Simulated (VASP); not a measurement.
# CuF (P6_3/mmc) in VASP: a series of runs

CuF is run at these levels: PBE, PBE-based global hybrid; tasks: single point.

All numbers are computed with VASP 6.6.1; they aren't measurements. Logs are shortened: lines on timing, memory, paths and dates and some standing lists are left out, and cuts for length are marked.

## (1) The cell of the first run

The structure is hexagonal, space group P6_3/mmc (No. 194). Conventional cell: a = 2.763 Å, b = 2.763 Å, c = 6.402 Å, α = 90.00°, β = 90.00°, γ = 120.00°. Cu (site symmetry -3m) has 6 F at 2.26 Å and 6 Cu at 2.76 Å within 3.0 Å. Within 3.0 Å of F (site symmetry -6m2) lie 6 Cu at 2.26 Å and 6 F at 2.76 Å.

## (2) Single point, PBE, collinear spin, zero start

The input, INCAR:

```
SYSTEM = CuF
ALGO     = Normal         ! electronic algorithm
EDIFF    = 1E-6           ! SCF threshold, eV
ENCUT    = 520            ! plane-wave cutoff, eV
GGA      = PE             ! functional
ISIF     = 2              ! what is computed and relaxed
ISMEAR   = -1             ! smearing method
ISPIN    = 2              ! spin polarisation
LASPH    = .TRUE.         ! aspherical terms in the spheres
LCHARG   = .FALSE.        ! write CHGCAR
LMAXMIX  = 4              ! l up to which the mixer works
LORBIT   = 11             ! projections on sites
LREAL    = .FALSE.        ! projectors in reciprocal space
LWAVE    = .FALSE.        ! write WAVECAR
MAGMOM   = 0 0 0 0        ! initial moments
NBANDS   = 30             ! bands
NELM     = 150            ! most SCF steps
PREC     = Accurate       ! precision mode
SIGMA    = 0.02           ! smearing width, eV
```

The input, KPOINTS:

```
k-points
0
G
  9 9 4
  0 0 0
```

The input, POSCAR:

```
CuF
1.0
    2.7625361970      0.0000000000      0.0000000000
   -1.3812680985      2.3924265254      0.0000000000
    0.0000000000      0.0000000000      6.4019833364
Cu F
2 2
Direct
    0.0000000000      0.0000000000      0.0000000000
    0.0000000000      0.0000000000      0.5000000000
    0.3333333333      0.6666666667      0.2500000000
    0.6666666667      0.3333333333      0.7500000000
```

Potentials or basis: VASP PAW PBE potentials, release 64 (Cu, F).

On the command line:

```console
$ cat potpaw_PBE.64/Cu/POTCAR potpaw_PBE.64/F/POTCAR > POTCAR
$ mpirun -np 1 vasp_std > vasp.out
```

OUTCAR:

```text
SYSTEM = CuF
   EDIFF = 1E-6
   ENCUT = 520
   GGA = PE
   ISIF = 2
   ISMEAR = -1
   ISPIN = 2
   LASPH = .TRUE.
   LORBIT = 11
   LREAL = .FALSE.
   NELM = 150
   PREC = Accurate

 ion  position               nearest neighbor table
   1  0.000  0.000  0.000-   3 2.26   4 2.26   3 2.26   4 2.26   4 2.26   3 2.26
   2  0.000  0.000  0.500-   3 2.26   4 2.26   3 2.26   4 2.26   4 2.26   3 2.26
   3  0.333  0.667  0.250-   1 2.26   2 2.26   1 2.26   2 2.26   1 2.26   2 2.26
   4  0.667  0.333  0.750-   1 2.26   2 2.26   1 2.26   2 2.26   1 2.26   2 2.26

  LATTYP: Found a hexagonal cell.
 ALAT       =     2.7625361970
 C/A-ratio  =     2.3174296660

  Lattice vectors:

 A1 = (   2.7625361970,   0.0000000000,   0.0000000000)
 A2 = (  -1.3812680985,   2.3924265254,   0.0000000000)
 A3 = (   0.0000000000,   0.0000000000,   6.4019833364)

Analysis of symmetry for initial positions (statically):
=====================================================================
 Subroutine PRICEL returns:
 Original cell was already a primitive cell.

 Routine SETGRP: Setting up the symmetry group for a
 hexagonal supercell.

 Subroutine GETGRP returns: Found 24 space group operations
 (whereof 12 operations were pure point group operations)
 out of a pool of 24 trial point group operations.

The static configuration has the point symmetry D_3d.
 The point group associated with its full space group is D_6h.

Analysis of symmetry for dynamics (positions and initial velocities):
=====================================================================
 Subroutine PRICEL returns:
 Original cell was already a primitive cell.

 Routine SETGRP: Setting up the symmetry group for a
 hexagonal supercell.

 Subroutine GETGRP returns: Found 24 space group operations
 (whereof 12 operations were pure point group operations)
 out of a pool of 24 trial point group operations.

The dynamic configuration has the point symmetry D_3d.
 The point group associated with its full space group is D_6h.

Analysis of structural, dynamic, and magnetic symmetry:
=====================================================================
 Subroutine PRICEL returns:
 Original cell was already a primitive cell.

 Routine SETGRP: Setting up the symmetry group for a
 hexagonal supercell.

 Subroutine GETGRP returns: Found 24 space group operations
 (whereof 12 operations were pure point group operations)
 out of a pool of 24 trial point group operations.

The overall configuration has the point symmetry D_3d.
 The point group associated with its full space group is D_6h.

 Subroutine INISYM returns: Found 24 space group operations
 (whereof 12 operations are pure point group operations),
 and found     1 'primitive' translations

----------------------------------------------------------------------------------------

                                     Primitive cell

  volume of cell :      42.3118

  direct lattice vectors                    reciprocal lattice vectors
     2.762536197  0.000000000  0.000000000     0.361986207  0.208992834  0.000000000
    -1.381268099  2.392426525  0.000000000     0.000000000  0.417985668  0.000000000
     0.000000000  0.000000000  6.401983336     0.000000000  0.000000000  0.156201594

  length of vectors
     2.762536197  2.762536197  6.401983336     0.417985668  0.417985668  0.156201594

  position of ions in fractional coordinates (direct lattice)
     0.000000000  0.000000000  0.000000000
     0.000000000  0.000000000  0.500000000
     0.333333333  0.666666667  0.250000000
     0.666666667  0.333333333  0.750000000

  ion indices of the primitive-cell ions
   primitive index   ion index
                 1           1
                 2           2
                 3           3
                 4           4

----------------------------------------------------------------------------------------

 KPOINTS: k-points

Automatic generation of k-mesh.
 Grid dimensions read from file:
 generate k-points for:    9    9    4

 Generating k-lattice:

  Cartesian coordinates                     Fractional coordinates (reciprocal lattice)
     0.040220690  0.023221426  0.000000000     0.111111111  0.000000000  0.000000000
     0.000000000  0.046442852  0.000000000     0.000000000  0.111111111  0.000000000
     0.000000000  0.000000000  0.039050398     0.000000000  0.000000000  0.250000000

  Length of vectors
     0.046442852  0.046442852  0.039050398

  Shift w.r.t. Gamma in fractional coordinates (k-lattice)
     0.000000000  0.000000000  0.000000000

 Subroutine IBZKPT returns following result:
 ===========================================

 Found     36 irreducible k-points:

 Following reciprocal coordinates:
            Coordinates               Weight
  0.000000  0.000000  0.000000      1.000000
  0.111111  0.000000  0.000000      6.000000
  0.222222  0.000000  0.000000      6.000000
  0.333333  0.000000  0.000000      6.000000
  0.444444  0.000000  0.000000      6.000000
  0.111111  0.111111  0.000000      6.000000
[... 16 lines left out ...]
  0.333333  0.222222  0.250000     24.000000
  0.333333  0.333333  0.250000      4.000000
 [... further k-points ...]
   k-points           NKPTS =     36   k-points in BZ     NKDIM =     36   number of bands    NBANDS=     30
   number of dos      NEDOS =    301   number of ions     NIONS =      4
   total plane-waves  NPLWV =  27648
   dimension x,y,z NGX =    24 NGY =   24 NGZ =   48
   dimension x,y,z NGXF=    48 NGYF=   48 NGZF=   96
   ions per type =               2   2
   NGX,Y,Z   is equivalent  to a cutoff of  14.44, 14.44, 12.46 a.u.
   NGXF,Y,Z  is equivalent  to a cutoff of  28.89, 28.89, 24.93 a.u.
 SYSTEM =  CuF
   PREC   = accura    normal or accurate (medium, high low for compatibility)
   ISTART =      0    job   : 0-new  1-cont  2-samecut
   ICHARG =      2    charge: 1-file 2-atom 10-const
   ISPIN  =      2    spin polarized calculation?
   LNONCOLLINEAR =      F non collinear calculations
   LSORBIT =      F    spin-orbit coupling
   LASPH  =      T    aspherical Exc in radial PAW
   ENCUT  =  520.0 eV  38.22 Ry    6.18 a.u.   5.14  5.14 11.90*2*pi/ulx,y,z
   NELM   =    150;   NELMIN=  2; NELMDL= -5     # of ELM steps
   EDIFF  = 0.1E-05   stopping-criterion for ELM
   LREAL  =      F    real-space projection
   EDIFFG = 0.1E-04   stopping-criterion for IOM
   NSW    =      0    number of steps for IOM
   IBRION =     -1    ionic relax: 0-MD 1-quasi-New 2-CG
   NFREE  =      0    steps in history (QN), initial steepest desc. (CG)
   ISIF   =      2    stress and relaxation
   ISYM   =      2    0-nonsym 1-usesym 2-fastsym
   POTIM  = 0.5000    time-step for ionic-motion
   TEBEG  =    0.0;   TEEND  =   0.0 temperature during run
   PSTRESS=    0.0 pullay stress
   NELECT =      36.0000    total number of electrons
   NUPDOWN=      -1.0000    fix difference up-down
   EMIN   =  10.00;   EMAX   =-10.00  energy-range for DOS
   EFERMI =   0.00;   METHOD = LEGACY
   ISMEAR =    -1;   SIGMA  =   0.02  broadening in eV -4-tet -1-fermi 0-gaus
   EFERMI_NEDOS =   21; number of points for ismear=-14 and -15
   IALGO  =     38    algorithm
   IMIX   =      4    mixing-type and parameters
     AMIX     =   0.40;   BMIX     =  1.00
     AMIX_MAG =   1.60;   BMIX_MAG =  1.00
  volume/ion in A,a.u.               =      10.58        71.38
  Fermi-wavevector in a.u.,A,eV,Ry     =   1.551274  2.931484 32.741770  2.406452
  Thomas-Fermi vector in A             =   2.655817
   LORBIT       =     11    0 simple, 1 ext, 2 COOP (PROOUT), +10 PAW based schemes
   GGA     = PE    functional components
   LHFCALC =     F    Hartree Fock is set to
   AEXX    =    0.0000 exact exchange contribution
   IVDW    =     0    specifies the selected vdW correction
   LEPSILON=     F    determine dielectric tensor
   LRPA    =     F    only Hartree local field effects (RPA)
 spin polarized calculation
  energy-cutoff  :      520.00
  volume of cell :       42.31
 maximum number of plane-waves:      1152
 NGX is ok and might be reduce to    24
   NGX = 11   NGY = 11   NGZ = 23

 number of electron      35.9999993 magnetization      -0.0000042

 number of electron      35.9999993 magnetization       0.0000031

 Free energy of the ion-electron system (eV)
  ---------------------------------------------------
  ext. energy  EPLUGINS =         0.00000000
  ---------------------------------------------------
  free energy    TOTEN  =       -14.24670531 eV

  energy without entropy =      -14.24343560  energy(sigma->0) =      -14.24507046

 E-fermi :   4.8303     XC(G=0): -11.6412

 val. band max:        4.8257958727   @ k =   0.3333   0.3333   0.5000
 cond. band min:       4.9101368744   @ k =   0.1111   0.0000   0.2500
 fundamental gap:      0.0843410018
 Fermi energy:         4.8302860277

 spin component 1

 k-point     1 :       0.0000    0.0000    0.0000
  band No.  band energies     occupation
      1     -19.4508      1.00000
      2     -19.2777      1.00000
      3      -3.5331      1.00000
      4      -1.0566      1.00000
      5       0.3716      1.00000
      6       0.3716      1.00000
[... 22 lines left out ...]
     29      27.3145      0.00000
     30      27.3145      0.00000

 k-point     2 :       0.1111    0.0000    0.0000
  band No.  band energies     occupation
      1     -19.3815      1.00000
      2     -19.2236      1.00000
      3      -3.3298      1.00000
      4      -1.0853      1.00000
      5       0.0616      1.00000
      6       0.1385      1.00000
[... 718 lines left out ...]
 k-point    24 :       0.3333    0.3333    0.2500
  band No.  band energies     occupation
      1     -18.7349      1.00000
      2     -18.7349      1.00000
      3      -1.6371      1.00000
      4      -1.4316      1.00000
      5      -1.4316      1.00000
      6      -1.2682      1.00000
[... 22 lines left out ...]
     29      26.1263      0.00000
     30      26.1263      0.00000

 [... further k-points ...]

 spin component 2

 k-point     1 :       0.0000    0.0000    0.0000
  band No.  band energies     occupation
      1     -19.4508      1.00000
      2     -19.2777      1.00000
      3      -3.5331      1.00000
      4      -1.0566      1.00000
      5       0.3716      1.00000
      6       0.3716      1.00000
[... 22 lines left out ...]
     29      27.3144      0.00000
     30      27.3144      0.00000

 k-point     2 :       0.1111    0.0000    0.0000
  band No.  band energies     occupation
      1     -19.3815      1.00000
      2     -19.2236      1.00000
      3      -3.3298      1.00000
      4      -1.0853      1.00000
      5       0.0616      1.00000
      6       0.1385      1.00000
[... 718 lines left out ...]
 k-point    24 :       0.3333    0.3333    0.2500
  band No.  band energies     occupation
      1     -18.7349      1.00000
      2     -18.7349      1.00000
      3      -1.6371      1.00000
      4      -1.4316      1.00000
      5      -1.4316      1.00000
      6      -1.2682      1.00000
[... 22 lines left out ...]
     29      26.1263      0.00000
     30      26.1263      0.00000

 [... further k-points ...]

------------------------ aborting loop because EDIFF is reached ----------------------------------------

  FORCE on cell =-STRESS in cart. coord.  units (eV):
  Direction    XX          YY          ZZ          XY          YZ          ZX
  --------------------------------------------------------------------------------------
  -------------------------------------------------------------------------------------
  Total        1.3575077      1.3575077      2.1277120      0.0000000      0.0000000     -0.0000000
  in kB       51.4033914     51.4033914     80.5679468      0.0000000      0.0000000     -0.0000000
  external PRESSURE =      61.1249099 kB  Pullay stress =       0.0000000 kB

 VOLUME and BASIS-vectors are now :
 -----------------------------------------------------------------------------
  energy-cutoff  :      520.00
  volume of cell :       42.31
      direct lattice vectors                 reciprocal lattice vectors
     2.762536197  0.000000000  0.000000000     0.361986207  0.208992834  0.000000000
    -1.381268099  2.392426525  0.000000000     0.000000000  0.417985668  0.000000000
     0.000000000  0.000000000  6.401983336     0.000000000  0.000000000  0.156201594

 POSITION                                       TOTAL-FORCE (eV/Angst)
 -----------------------------------------------------------------------------------
      0.00000      0.00000      0.00000         0.000000     -0.000000      0.000000
      0.00000      0.00000      3.20099         0.000000     -0.000000      0.000000
     -0.00000      1.59495      1.60050         0.000000      0.000000     -0.000000
      1.38127      0.79748      4.80149        -0.000000     -0.000000      0.000000
 -----------------------------------------------------------------------------------
    total drift:                               -0.000000      0.000000      0.000000

  FREE ENERGIE OF THE ION-ELECTRON SYSTEM (eV)
  ---------------------------------------------------
  free  energy   TOTEN  =       -14.2467053089 eV

  energy  without entropy=      -14.2434356026  energy(sigma->0) =      -14.24507046

 total charge

# of ion       s       p       d       tot
------------------------------------------
    1        0.237   0.182   9.366   9.785
    2        0.237   0.182   9.366   9.785
    3        1.751   4.287   0.000   6.038
    4        1.751   4.287   0.000   6.038
--------------------------------------------------
tot          3.976   8.938  18.732  31.647

 magnetization (x)

# of ion       s       p       d       tot
------------------------------------------
    1       -0.000  -0.000  -0.000  -0.000
    2       -0.000  -0.000  -0.000  -0.000
    3       -0.000   0.000   0.000   0.000
    4       -0.000   0.000   0.000   0.000
--------------------------------------------------
tot         -0.000  -0.000  -0.000  -0.000
```

It took 3.3 min on 1 thread of AMD EPYC 7R13, shared host; peak memory 0.19 GiB.

Results:

- Free energy: -14.2467 eV
- Pressure: 6.1 GPa
- Band gap on the k mesh: zero (filled and empty bands overlap)
- Net moment: 0.00 μB per cell
- Valence electrons inside the program's atomic spheres: Cu 9.79; F 6.04

Levels at points of the mesh, in eV from the Fermi level:
Spin up:
```
           k point  band 16  band 17  band 18  band 19  band 20  band 21
(0.00, 0.00, 0.00)    -0.66    -0.66    -0.37    -0.37     3.26     5.37
(0.00, 0.00, 0.50)    -0.54    -0.54    -0.54     0.60     0.60     8.63
```
Spin down:
```
           k point  band 16  band 17  band 18  band 19  band 20  band 21
(0.00, 0.00, 0.00)    -0.66    -0.66    -0.37    -0.37     3.26     5.37
(0.00, 0.00, 0.50)    -0.54    -0.54    -0.54     0.60     0.60     8.63
```

Caveat: semilocal functionals often make such compounds metallic where correlation or magnetic order opens a gap, which also shifts bond lengths. With open d or f shells a metallic result of PBE can be an artefact of self-interaction; +U or a hybrid may open a gap.

## (3) Single point, PBE, collinear spin, zero start

The input, INCAR:

```
PREC = Accurate
ENCUT = 520
EDIFF = 1E-6
ISMEAR = -1
SIGMA = 0.02
LREAL = F
LASPH = T
NELM = 150
ALGO = Normal
ISIF = 2
LWAVE = F
LCHARG = F
ISPIN = 2
MAGMOM = 0 0 0 0
LORBIT = 11
LMAXMIX = 4
GGA = PE
NBANDS = 30
```

The input, KPOINTS:

```
Automatic mesh
0
Gamma
  9 9 4
```

POSCAR is that of step 2.

Potentials or basis: VASP PAW PBE potentials, release 64 (Cu, F).

On the command line:

```console
$ cat potpaw_PBE.64/Cu/POTCAR potpaw_PBE.64/F/POTCAR > POTCAR
$ mpirun -np 1 vasp_std > vasp.out
```

It took 3.3 min on 1 thread of AMD EPYC 7R13, shared host; peak memory 0.19 GiB.

The run converged. Its results:

| Property | Result |
| --- | --- |
| Free energy | -14.2467 eV |
| Pressure | 6.1 GPa |
| Band gap on the k mesh | zero (filled and empty bands overlap) |
| Net moment | 0.00 μB per cell |
| Valence electrons inside the program's atomic spheres | Cu 9.79; F 6.04 |

Stress tensor (GPa, compression positive):
```
5.14 0.00 0.00
0.00 5.14 0.00
0.00 0.00 8.06
```

Levels at points of the mesh, in eV from the Fermi level:
Spin up:
| k point | band 14 | band 15 | band 16 | band 17 | band 18 | band 19 | band 20 | band 21 | band 22 | band 23 |
| --- | --- | --- | --- | --- | --- | --- | --- | --- | --- | --- |
| (0.00, 0.00, 0.00) | -1.17 | -0.78 | -0.66 | -0.66 | -0.37 | -0.37 | 3.26 | 5.37 | 12.83 | 14.19 |
| (0.00, 0.00, 0.50) | -1.22 | -0.54 | -0.54 | -0.54 | -0.54 | 0.60 | 0.60 | 8.63 | 8.63 | 19.11 |
Spin down:
| k point | band 15 | band 16 | band 17 | band 18 | band 19 | band 20 | band 21 | band 22 |
| --- | --- | --- | --- | --- | --- | --- | --- | --- |
| (0.00, 0.00, 0.00) | -0.78 | -0.66 | -0.66 | -0.37 | -0.37 | 3.26 | 5.37 | 12.83 |
| (0.00, 0.00, 0.50) | -0.54 | -0.54 | -0.54 | -0.54 | 0.60 | 0.60 | 8.63 | 8.63 |

Caveat: semilocal functionals often make such compounds metallic where correlation or magnetic order opens a gap, which also shifts bond lengths. With open d or f shells a metallic result of PBE can be an artefact of self-interaction; +U or a hybrid may open a gap.

## (4) Single point, PBE-based global hybrid

POSCAR is that of step 3.

The input, INCAR.step1:

```
SYSTEM = CuF
  ALGO = Normal
  EDIFF = 1E-5
  ENCUT = 520
  GGA = PE
  ISIF = 2
  ISMEAR = -1
  LASPH = .TRUE.
  LCHARG = .FALSE.
  LREAL = .FALSE.
  LWAVE = .TRUE.
  NBANDS = 26
  NELM = 80
  PREC = Accurate
  SIGMA = 0.02
```

The input, INCAR.step2:

```
SYSTEM = CuF
  AEXX = 0.05
  ALGO = Normal
  EDIFF = 1E-6
  ENCUT = 520
  GGA = PE
  ISIF = 2
  ISMEAR = -1
  ISTART = 1
  LASPH = .TRUE.
  LCHARG = .FALSE.
  LHFCALC = .TRUE.
  LREAL = .FALSE.
  LWAVE = .FALSE.
  NBANDS = 26
  NELM = 80
  PREC = Accurate
  PRECFOCK = Normal
  SIGMA = 0.02
```

The input, KPOINTS:

```
k-points
0
G
  6 6 2
  0 0 0
```

On the command line:

```console
$ cat potpaw_PBE.64/Cu/POTCAR potpaw_PBE.64/F/POTCAR > POTCAR
$ cp INCAR.step1 INCAR
$ mpirun -np 1 vasp_std > vasp.out
$ cp INCAR.step2 INCAR
$ mpirun -np 1 vasp_std > vasp.out
```

Wall time 30 min (1 thread of Intel Xeon Platinum 8488C (Sapphire Rapids), shared host); peak memory 0.18 GiB.

It converged, with:

| Quantity | Value |
| --- | --- |
| Free energy | -15.1034 eV |
| Pressure | 5.1 GPa |
| Band gap on the k mesh | zero (band 18 reaches 4.56 eV, above the bottom of band 19 at 4.10 eV) |

Stress tensor (GPa, compression positive):
```
4.50 0.00 0.00
0.00 4.50 0.00
0.00 0.00 6.30
```

Levels at points of the mesh, in eV from the Fermi level:
| k point | band 14 | band 15 | band 16 | band 17 | band 18 | band 19 | band 20 | band 21 | band 22 | band 23 |
| --- | --- | --- | --- | --- | --- | --- | --- | --- | --- | --- |
| (0.00, 0.00, 0.00) | -1.28 | -0.78 | -0.78 | -0.59 | -0.47 | -0.47 | 3.76 | 5.83 | 13.39 | 14.69 |
| (0.50, 0.00, 0.00) | -0.53 | -0.49 | -0.42 | -0.23 | -0.01 | 4.22 | 5.89 | 6.49 | 6.92 | 11.58 |
| (0.00, 0.00, 0.50) | -1.33 | -0.66 | -0.66 | -0.66 | -0.66 | 1.01 | 1.01 | 9.14 | 9.14 | 19.66 |
| (0.50, 0.00, 0.50) | -0.63 | -0.57 | -0.57 | -0.46 | -0.46 | 4.66 | 4.66 | 7.25 | 7.25 | 12.46 |

Caveat: the k points lie up to 0.49 Å⁻¹ apart; the PAW data sets were made with another functional, which shifts forces and pressure a little; semilocal functionals often make such compounds metallic where correlation or magnetic order opens a gap, which also shifts bond lengths.
